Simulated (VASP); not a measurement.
Wanted: the native input for a VASP 6.6.1 run.

```yaml
Task: relaxation of cell and atoms
Functional: LDA
Potentials_or_basis: VASP PAW LDA potentials, release 64 (Cu, I)
Cutoff: 600 eV
k_mesh: 9 × 9 × 9
Occupations: fermi-dirac, width 0.05 eV
Spin: no spin polarisation
Dipole_correction: no
Further_INCAR_settings: ALGO = Normal; EDIFF = 1e-06; IBRION = 2; EDIFFG = -0.005; NSW = 100; ISIF = 3
```

The structure of CuI lies in POSCAR:

```
CuI
1.0
    0.0000000000      2.9696152886      2.9696152886
    2.9696152886      0.0000000000      2.9696152886
    2.9696152886      2.9696152886      0.0000000000
Cu I
1 1
Direct
    0.2500000000      0.2500000000      0.2500000000
    0.0000000000      0.0000000000      0.0000000000
```

One way to write it, as run:

INCAR

```
PREC = Accurate
ENCUT = 600
EDIFF = 1E-6
ISMEAR = -1
SIGMA = 0.05
LREAL = False
LASPH = True
NELM = 100
ALGO = Normal
ISIF = 3
LWAVE = False
LCHARG = False
GGA = CA
IBRION = 2
NSW = 100
EDIFFG = -0.005
```

KPOINTS

```
Automatic mesh
0
Gamma
  9 9 9
```

Potentials or basis: VASP PAW LDA potentials, release 64 (Cu, I).

Command:

```console
$ cat potpaw_LDA.64/Cu/POTCAR potpaw_LDA.64/I/POTCAR > POTCAR
$ mpirun -np 1 vasp_std > vasp.out
```

It gave:

The relaxed volume is 25.22 Å³/atom, the relaxed cell is a = 4.147 Å, b = 4.147 Å, c = 4.147 Å, α = 60.00°, β = 60.00°, γ = 60.00° and the space group after relaxing (to 0.1 Å) is F-43m (No. 216). The energy gained by relaxing is 5.9 meV/atom. The ionic steps are 8, the pressure after relaxing is 0.0 GPa and the band gap on the k mesh is 1.28 eV.

Caveat: spin-orbit coupling is left out, which moves the levels of the heavy elements.

Run time: 2.1 min on 1 thread of Intel(R) Xeon(R) Platinum 8259CL CPU @ 2.50GHz (Skylake/Cascade Lake) (shared host), peak memory 0.19 GiB.
